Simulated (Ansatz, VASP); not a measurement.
One calculation of SiC, two programs

```xyz
8
Lattice="3.1663 0.0000 0.0000 -1.5832 2.7421 0.0000 0.0000 0.0000 10.9395" Properties=species:S:1:pos:R:3 pbc="T T T"
Si    1.5832    0.9140   10.2595
Si    0.0000    1.8281    4.7898
Si    0.0000    0.0000    7.5253
Si    0.0000    0.0000    2.0555
C     1.5832    0.9140    8.2025
C     0.0000    1.8281    2.7328
C     0.0000    0.0000    5.4746
C     0.0000    0.0000    0.0049
```

Alike in both runs: task single point; functional PBE; k mesh 12 × 12 × 4; occupations gaussian, width 0.05 eV; no spin polarisation.

|  | VASP | Ansatz |
| --- | --- | --- |
| version | VASP 6.6.1 | Ansatz 0.2.0 |
| potentials or method | VASP PAW PBE potentials, release 64 (Si, C), cutoff 520 eV | scalar-relativistic, plane waves, PAW |
| valence electrons in the cell | 32 | 32 |

|  | VASP | Ansatz | Ansatz less VASP |
| --- | --- | --- | --- |
| gap on the k mesh at the Fermi level (eV) | 1.94 | 1.94 | +0.002 |
| least direct gap on the mesh (eV) | 3.15 | 3.16 | +0.004 |
| pressure (GPa) | -19.8 | -19.8 | -0.02 |
| traceless stress, the component that is largest in VASP (GPa) | -13.03 | -12.96 | +0.070 |
| rms of the force components (eV/Å) | 0.019 | 0.018 | -0.0005 |

Atom by atom the forces differ by 0.001 eV/Å (rms over components). The functional is the same, so the differences come from potentials, cutoffs and numerics.
